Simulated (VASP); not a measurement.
# Sb (Pm-3m) in VASP: settings compared

Sb is run at these levels: r2SCAN, PBEsol; tasks: single point.

All numbers are computed with VASP 6.6.1; they aren't measurements. Logs are shortened: lines on timing, memory, paths and dates and some standing lists are left out, and cuts for length are marked.

### Step 1. The cell of the first run

It takes space group Pm-3m (No. 221, cubic). Conventional cell: a = 3.222 Å, b = 3.222 Å, c = 3.222 Å, α = 90.00°, β = 90.00°, γ = 90.00°. Within 4.2 Å of Sb (site symmetry m-3m) lie 6 Sb at 3.22 Å.

### Step 2. Single point, r2SCAN

File POSCAR:

```
Sb
1.0
    3.2219765189      0.0000000000      0.0000000000
    0.0000000000      3.2219765189      0.0000000000
    0.0000000000      0.0000000000      3.2219765189
Sb
1
Direct
    0.0000000000      0.0000000000      0.0000000000
```

File INCAR.step1:

```
SYSTEM = Sb
PREC = Accurate ; ENCUT = 520
ISMEAR = -1 ; SIGMA = 0.05
LREAL = .False. ; LASPH = .True.
NELM = 60 ; NBANDS = 8
GGA = PE ; ALGO = Normal
EDIFF = 1E-4 ; LWAVE = .True.
LCHARG = .False.
```

File INCAR.step2:

```
SYSTEM = Sb
PREC = Accurate ; ENCUT = 520
EDIFF = 1E-6 ; ISMEAR = -1
SIGMA = 0.05 ; LREAL = .False.
LASPH = .True. ; NELM = 60
ALGO = Normal ; ISIF = 2
LWAVE = .False. ; LCHARG = .False.
METAGGA = R2SCAN ; LMIXTAU = .True.
NBANDS = 8 ; ISTART = 1
```

File KPOINTS:

```
Automatic mesh
0
Gamma
  8 8 8
  0 0 0
```

Potentials or basis: VASP PAW PBE potentials, release 64 (Sb).

The run is started by

```console
cat potpaw_PBE.64/Sb/POTCAR > POTCAR
cp INCAR.step1 INCAR
mpirun -np 1 vasp_std > vasp.out
cp INCAR.step2 INCAR
mpirun -np 1 vasp_std > vasp.out
```

OUTCAR:

```text
SYSTEM = Sb
   PREC = Accurate
   ENCUT = 520
   EDIFF = 1E-6
   ISMEAR = -1
   LREAL = .False.
   LASPH = .True.
   NELM = 60
   ISIF = 2
   METAGGA = R2SCAN
   ISTART = 1

 ion  position               nearest neighbor table
   1  0.000  0.000  0.000-

  LATTYP: Found a simple cubic cell.
 ALAT       =     3.2219765189

  Lattice vectors:

 A1 = (   3.2219765189,   0.0000000000,   0.0000000000)
 A2 = (   0.0000000000,   3.2219765189,   0.0000000000)
 A3 = (   0.0000000000,   0.0000000000,   3.2219765189)

Analysis of symmetry for initial positions (statically):
=====================================================================
 Subroutine PRICEL returns:
 Original cell was already a primitive cell.

 Routine SETGRP: Setting up the symmetry group for a
 simple cubic supercell.

 Subroutine GETGRP returns: Found 48 space group operations
 (whereof 48 operations were pure point group operations)
 out of a pool of 48 trial point group operations.

The static configuration has the point symmetry O_h .

Analysis of symmetry for dynamics (positions and initial velocities):
=====================================================================
 Subroutine PRICEL returns:
 Original cell was already a primitive cell.

 Routine SETGRP: Setting up the symmetry group for a
 simple cubic supercell.

 Subroutine GETGRP returns: Found 48 space group operations
 (whereof 48 operations were pure point group operations)
 out of a pool of 48 trial point group operations.

The dynamic configuration has the point symmetry O_h .

 Subroutine INISYM returns: Found 48 space group operations
 (whereof 48 operations are pure point group operations),
 and found     1 'primitive' translations

----------------------------------------------------------------------------------------

                                     Primitive cell

  volume of cell :      33.4478

  direct lattice vectors                    reciprocal lattice vectors
     3.221976519  0.000000000  0.000000000     0.310368494  0.000000000  0.000000000
     0.000000000  3.221976519  0.000000000     0.000000000  0.310368494  0.000000000
     0.000000000  0.000000000  3.221976519     0.000000000  0.000000000  0.310368494

  length of vectors
     3.221976519  3.221976519  3.221976519     0.310368494  0.310368494  0.310368494

  position of ions in fractional coordinates (direct lattice)
     0.000000000  0.000000000  0.000000000

  ion indices of the primitive-cell ions
   primitive index   ion index
                 1           1

----------------------------------------------------------------------------------------

 KPOINTS: Automatic mesh

Automatic generation of k-mesh.
 Grid dimensions read from file:
 generate k-points for:    8    8    8

 Generating k-lattice:

  Cartesian coordinates                     Fractional coordinates (reciprocal lattice)
     0.038796062  0.000000000  0.000000000     0.125000000  0.000000000  0.000000000
     0.000000000  0.038796062  0.000000000     0.000000000  0.125000000  0.000000000
     0.000000000  0.000000000  0.038796062     0.000000000  0.000000000  0.125000000

  Length of vectors
     0.038796062  0.038796062  0.038796062

  Shift w.r.t. Gamma in fractional coordinates (k-lattice)
     0.000000000  0.000000000  0.000000000

 Subroutine IBZKPT returns following result:
 ===========================================

 Found     35 irreducible k-points:

 Following reciprocal coordinates:
            Coordinates               Weight
  0.000000  0.000000  0.000000      1.000000
  0.125000  0.000000  0.000000      6.000000
  0.250000  0.000000  0.000000      6.000000
  0.375000  0.000000  0.000000      6.000000
  0.500000  0.000000  0.000000      3.000000
  0.125000  0.125000  0.000000     12.000000
[... 16 lines left out ...]
  0.375000  0.375000  0.125000     24.000000
  0.500000  0.375000  0.125000     24.000000
 [... further k-points ...]
   k-points           NKPTS =     35   k-points in BZ     NKDIM =     35   number of bands    NBANDS=      8
   number of dos      NEDOS =    301   number of ions     NIONS =      1
   total plane-waves  NPLWV =  13824
   dimension x,y,z NGX =    24 NGY =   24 NGZ =   24
   dimension x,y,z NGXF=    48 NGYF=   48 NGZF=   48
   ions per type =               1
   NGX,Y,Z   is equivalent  to a cutoff of  12.38, 12.38, 12.38 a.u.
   NGXF,Y,Z  is equivalent  to a cutoff of  24.77, 24.77, 24.77 a.u.
 SYSTEM =  Sb
   PREC   = accura    normal or accurate (medium, high low for compatibility)
   ISTART =      1    job   : 0-new  1-cont  2-samecut
   ICHARG =      0    charge: 1-file 2-atom 10-const
   ISPIN  =      1    spin polarized calculation?
   LNONCOLLINEAR =      F non collinear calculations
   LSORBIT =      F    spin-orbit coupling
   LASPH  =      T    aspherical Exc in radial PAW
   ENCUT  =  520.0 eV  38.22 Ry    6.18 a.u.   5.99  5.99  5.99*2*pi/ulx,y,z
   NELM   =     60;   NELMIN=  2; NELMDL=  0     # of ELM steps
   EDIFF  = 0.1E-05   stopping-criterion for ELM
   LREAL  =      F    real-space projection
   EDIFFG = 0.1E-04   stopping-criterion for IOM
   NSW    =      0    number of steps for IOM
   IBRION =     -1    ionic relax: 0-MD 1-quasi-New 2-CG
   NFREE  =      0    steps in history (QN), initial steepest desc. (CG)
   ISIF   =      2    stress and relaxation
   ISYM   =      2    0-nonsym 1-usesym 2-fastsym
   POTIM  = 0.5000    time-step for ionic-motion
   TEBEG  =    0.0;   TEEND  =   0.0 temperature during run
   PSTRESS=    0.0 pullay stress
   NELECT =       5.0000    total number of electrons
   NUPDOWN=      -1.0000    fix difference up-down
   EMIN   =  10.00;   EMAX   =-10.00  energy-range for DOS
   EFERMI =   0.00;   METHOD = LEGACY
   ISMEAR =    -1;   SIGMA  =   0.05  broadening in eV -4-tet -1-fermi 0-gaus
   EFERMI_NEDOS =   21; number of points for ismear=-14 and -15
   IALGO  =     38    algorithm
   IMIX   =      4    mixing-type and parameters
     AMIX     =   0.40;   BMIX     =  1.00
     AMIX_MAG =   1.60;   BMIX_MAG =  1.00
  volume/ion in A,a.u.               =      33.45       225.72
  Fermi-wavevector in a.u.,A,eV,Ry     =   0.868845  1.641880 10.270932  0.754892
  Thomas-Fermi vector in A             =   1.987582
   LORBIT       =      0    0 simple, 1 ext, 2 COOP (PROOUT), +10 PAW based schemes
   METAGGA = R2SCAN    functional components
   LHFCALC =     F    Hartree Fock is set to
   AEXX    =    0.0000 exact exchange contribution
   IVDW    =     0    specifies the selected vdW correction
   LEPSILON=     F    determine dielectric tensor
   LRPA    =     F    only Hartree local field effects (RPA)
 non-spin polarized calculation
  energy-cutoff  :      520.00
  volume of cell :       33.45
 maximum number of plane-waves:       920
 NGX is ok and might be reduce to    24
   NGX = 11   NGY = 11   NGZ = 11

 number of electron       5.0000000 magnetization

 Free energy of the ion-electron system (eV)
  ---------------------------------------------------
  ext. energy  EPLUGINS =         0.00000000
  ---------------------------------------------------
  free energy    TOTEN  =       -25.54400717 eV

  energy without entropy =      -25.53666920  energy(sigma->0) =      -25.54033819

 E-fermi :   5.6293     XC(G=0):  -9.6095

 val. band max:        5.6206662319   @ k =   0.3750   0.2500   0.1250
 cond. band min:       5.8329530762   @ k =   0.5000   0.2500   0.0000
 fundamental gap:      0.2122868443
 Fermi energy:         5.6292609677

 k-point     1 :       0.0000    0.0000    0.0000
  band No.  band energies     occupation
      1      -6.4472      2.00000
      2       8.8055      0.00000
      3       8.8055      0.00000
      4       8.8055      0.00000
      5      12.8317      0.00000
      6      12.8317      0.00000
      7      14.0750      0.00000
      8      23.4588      0.00000

 k-point     2 :       0.1250    0.0000    0.0000
  band No.  band energies     occupation
      1      -6.2368      2.00000
      2       6.7728      0.00000
      3       9.0051      0.00000
      4       9.0051      0.00000
      5      13.0066      0.00000
      6      13.7239      0.00000
      7      15.7281      0.00000
      8      21.8658      0.00000

 k-point     3 :       0.2500    0.0000    0.0000
  band No.  band energies     occupation
      1      -5.6344      2.00000
      2       3.9039      2.00000
      3       9.5487      0.00000
      4       9.5487      0.00000
      5      13.5125      0.00000
      6      14.4126      0.00000
      7      19.1622      0.00000
      8      19.7213      0.00000

 k-point     4 :       0.3750    0.0000    0.0000
  band No.  band energies     occupation
      1      -4.7925      2.00000
      2       1.5911      2.00000
      3      10.2247      0.00000
      4      10.2247      0.00000
      5      14.2448      0.00000
      6      15.4354      0.00000
      7      18.0179      0.00000
      8      18.0179      0.00000

 k-point     5 :       0.5000    0.0000    0.0000
  band No.  band energies     occupation
      1      -4.2875      2.00000
      2       0.5839      2.00000
      3      10.5694      0.00000
      4      10.5694      0.00000
      5      14.7165      0.00000
      6      16.6589      0.00000
      7      17.1653      0.00000
      8      17.3228      0.00000

 k-point     6 :       0.1250    0.1250    0.0000
  band No.  band energies     occupation
      1      -6.0261      2.00000
      2       6.8575      0.00000
      3       7.0973      0.00000
      4       9.2051      0.00000
      5      13.5184      0.00000
      6      15.4428      0.00000
      7      16.1161      0.00000
      8      19.8835      0.00000

 k-point     7 :       0.2500    0.1250    0.0000
  band No.  band energies     occupation
      1      -5.4229      2.00000
      2       4.1017      2.00000
      3       7.5472      0.00000
      4       9.7496      0.00000
      5      14.0780      0.00000
      6      15.9570      0.00000
      7      17.4484      0.00000
      8      19.6528      0.00000

 k-point     8 :       0.3750    0.1250    0.0000
  band No.  band energies     occupation
      1      -4.5791      2.00000
      2       1.7890      2.00000
      3       8.2790      0.00000
      4      10.4267      0.00000
      5      14.6295      0.00000
      6      15.1575      0.00000
      7      17.4925      0.00000
      8      18.1832      0.00000

 k-point     9 :       0.5000    0.1250    0.0000
  band No.  band energies     occupation
      1      -4.0722      2.00000
      2       0.7800      2.00000
      3       8.6789      0.00000
      4      10.7721      0.00000
      5      14.0650      0.00000
      6      15.6285      0.00000
      7      17.4910      0.00000
      8      17.5542      0.00000

 k-point    10 :       0.2500    0.2500    0.0000
  band No.  band energies     occupation
      1      -4.8167      2.00000
      2       4.4775      2.00000
      3       4.8712      2.00000
      4      10.2961      0.00000
      5      13.9969      0.00000
      6      15.0107      0.00000
      7      19.6999      0.00000
      8      20.1933      0.00000
[... 78 lines left out ...]
 k-point    18 :       0.3750    0.1250    0.1250
  band No.  band energies     occupation
      1      -4.3656      2.00000
      2       1.9866      2.00000
      3       8.2819      0.00000
      4       8.6998      0.00000
      5      14.6734      0.00000
      6      15.4843      0.00000
      7      16.8348      0.00000
      8      18.4246      0.00000

 k-point    19 :       0.5000    0.1250    0.1250
  band No.  band energies     occupation
      1      -3.8566      2.00000
      2       0.9759      2.00000
      3       8.6436      0.00000
      4       9.1494      0.00000
      5      13.9051      0.00000
      6      14.7508      0.00000
      7      17.1979      0.00000
      8      19.1895      0.00000

 k-point    20 :       0.2500    0.2500    0.1250
  band No.  band energies     occupation
      1      -4.6043      2.00000
      2       4.6714      2.00000
      3       5.0676      1.99997
      4       8.3356      0.00000
      5      14.3792      0.00000
      6      16.6518      0.00000
      7      17.9032      0.00000
      8      17.9754      0.00000

 k-point    21 :       0.3750    0.2500    0.1250
  band No.  band energies     occupation
      1      -3.7508      2.00000
      2       2.5337      2.00000
      3       5.6207      1.08574
      4       9.0771      0.00000
      5      12.4130      0.00000
      6      15.6973      0.00000
      7      17.7779      0.00000
      8      18.7393      0.00000

 k-point    22 :       0.5000    0.2500    0.1250
  band No.  band energies     occupation
      1      -3.2335      2.00000
      2       1.5177      2.00000
      3       6.0196      0.00081
      4       9.4966      0.00000
      5      11.5629      0.00000
      6      14.9654      0.00000
      7      18.1881      0.00000
      8      19.2143      0.00000

 k-point    23 :       0.3750    0.3750    0.1250
  band No.  band energies     occupation
      1      -2.8774      2.00000
      2       3.1188      2.00000
      3       3.4113      2.00000
      4       9.7852      0.00000
      5      10.4341      0.00000
      6      16.3227      0.00000
      7      16.6954      0.00000
      8      19.0286      0.00000

 k-point    24 :       0.5000    0.3750    0.1250
  band No.  band energies     occupation
      1      -2.3382      2.00000
      2       2.2153      2.00000
      3       3.6571      2.00000
      4       9.5794      0.00000
      5      10.2122      0.00000
      6      15.7609      0.00000
      7      17.0067      0.00000
      8      19.5482      0.00000

 [... further k-points ...]
[... 5 lines left out ...]
  --------------------------------------------------------------------------------------
  -------------------------------------------------------------------------------------
  Total       -1.1875049     -1.1875049     -1.1875049     -0.0000000      0.0000000     -0.0000000
  in kB      -56.8825281    -56.8825281    -56.8825281     -0.0000000      0.0000000     -0.0000000
  external PRESSURE =     -56.8825281 kB  Pullay stress =       0.0000000 kB

 VOLUME and BASIS-vectors are now :
 -----------------------------------------------------------------------------
  energy-cutoff  :      520.00
  volume of cell :       33.45
      direct lattice vectors                 reciprocal lattice vectors
     3.221976519  0.000000000  0.000000000     0.310368494  0.000000000  0.000000000
     0.000000000  3.221976519  0.000000000     0.000000000  0.310368494  0.000000000
     0.000000000  0.000000000  3.221976519     0.000000000  0.000000000  0.310368494

 POSITION                                       TOTAL-FORCE (eV/Angst)
 -----------------------------------------------------------------------------------
      0.00000      0.00000      0.00000         0.000000      0.000000      0.000000
 -----------------------------------------------------------------------------------
    total drift:                               -0.000000      0.000000      0.000000

  FREE ENERGIE OF THE ION-ELECTRON SYSTEM (eV)
  ---------------------------------------------------
  free  energy   TOTEN  =       -25.5440071729 eV

  energy  without entropy=      -25.5366692034  energy(sigma->0) =      -25.54033819
```

Run time: 13 s. Hardware: 1 thread of Intel Xeon Platinum 8488C (Sapphire Rapids), shared host; peak memory 0.14 GiB.

Results:

* Free energy: -25.5440 eV
* Pressure: -5.7 GPa

Caveat: the PAW data sets were made with another functional, which shifts forces and pressure a little; spin-orbit coupling is left out, which moves the levels of the heavy elements.

### Step 3. Single point, PBEsol, non-collinear spin, zero start, spin-orbit coupling

This run uses another cell than the first one, of 31.55 Å³/atom, 0.943 times its volume.

File INCAR:

```
SYSTEM = Sb
ALGO = Normal ; EDIFF = 1E-6
ENCUT = 520 ; GGA = PS
GGA_COMPAT = .False. ; ISIF = 2
ISMEAR = -1 ; LASPH = .True.
LCHARG = .True. ; LORBIT = 11
LORBMOM = .True. ; LREAL = .False.
LSORBIT = .True. ; LVHAR = .True.
LWAVE = .False. ; MAGMOM = 0 0 0
NBANDS = 16 ; NELM = 150
PREC = Accurate ; SIGMA = 0.05
```

File KPOINTS:

```
k-points
0
Gamma
  8 8 8
  0 0 0
```

File POSCAR:

```
Sb
1.0
    3.1600000000      0.0000000000      0.0000000000
    0.0000000000      3.1600000000      0.0000000000
    0.0000000000      0.0000000000      3.1600000000
Sb
1
Direct
    0.0000000000      0.0000000000      0.0000000000
```

Potentials or basis: VASP PAW PBE potentials, release 64 (Sb).

The run is started by

```console
cat potpaw_PBE.64/Sb/POTCAR > POTCAR
mpirun -np 1 vasp_ncl > vasp.out
```

Wall time 18 s (1 thread of Intel Xeon Platinum 8488C (Sapphire Rapids), shared host); peak memory 0.2 GiB.

It converged, with:

```yaml
Free_energy: -4.5409 eV
Pressure: -4.5 GPa
Net_moment: 0.00 μB per cell
Valence_electrons_inside_the_program's_atomic_spheres: Sb 2.34
```

Moments on the atoms (μB; x, y, z):
```
Sb  0.00 0.00 0.00
```

Caveat: the PAW data sets were made with another functional, which shifts forces and pressure a little.
